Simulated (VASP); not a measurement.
Set up this calculation in VASP 6.6.1, as the native input.

| Item | Value |
| --- | --- |
| Task | single point |
| Functional | PBEsol |
| Potentials or basis | VASP PAW PBE potentials, release 64 (Hf_pv, N) |
| Cutoff | 520 eV |
| k mesh | 12 × 12 × 12 |
| Occupations | gaussian, width 0.1 eV |
| Spin | no spin polarisation |
| Dipole correction | no |
| Further INCAR settings | ALGO = Normal; EDIFF = 1e-06; NBANDS = 28 |

The structure of Hf3N2 lies in POSCAR:

```
Hf3N2
1.0
    1.5966746473      0.9218405375      7.7081885330
   -1.5966746473      0.9218405375      7.7081885330
    0.0000000000     -1.8436810749      7.7081885330
Hf N
3 2
Direct
    0.7789751362      0.7789751362      0.7789751362
    0.2210248638      0.2210248638      0.2210248638
    0.0000000000      0.0000000000      0.0000000000
    0.6111305274      0.6111305274      0.6111305274
    0.3888694726      0.3888694726      0.3888694726
```

The input as run:

INCAR

```
PREC = Accurate
ENCUT = 520
EDIFF = 1E-6
ISMEAR = 0
SIGMA = 0.1
LREAL = F
LASPH = T
NELM = 100
ALGO = Normal
ISIF = 2
LWAVE = F
LCHARG = T
GGA = PS
LELF = T
LVHAR = T
NBANDS = 28
```

KPOINTS

```
regular mesh
0
Gamma
  12 12 12
```

Potentials or basis: VASP PAW PBE potentials, release 64 (Hf_pv, N).

Run with:

```console
$ cat potpaw_PBE.64/Hf_pv/POTCAR potpaw_PBE.64/N/POTCAR > POTCAR
$ mpirun -np 1 vasp_std > vasp.out
```

Results of the run:

```
Pressure               : -1.4 GPa
Largest force          : 0.074 eV/Å
Band gap on the k mesh : zero (band 20 reaches 7.28 eV, above the bottom of band 21 at 6.26 eV)
```

Caveat: the PAW data sets were made with another functional, which shifts forces and pressure a little; spin-orbit coupling is left out, which moves the levels of the heavy elements.

Run time: 27 min on 1 thread of Intel Xeon 6975P-C (shared host), peak memory 0.67 GiB.
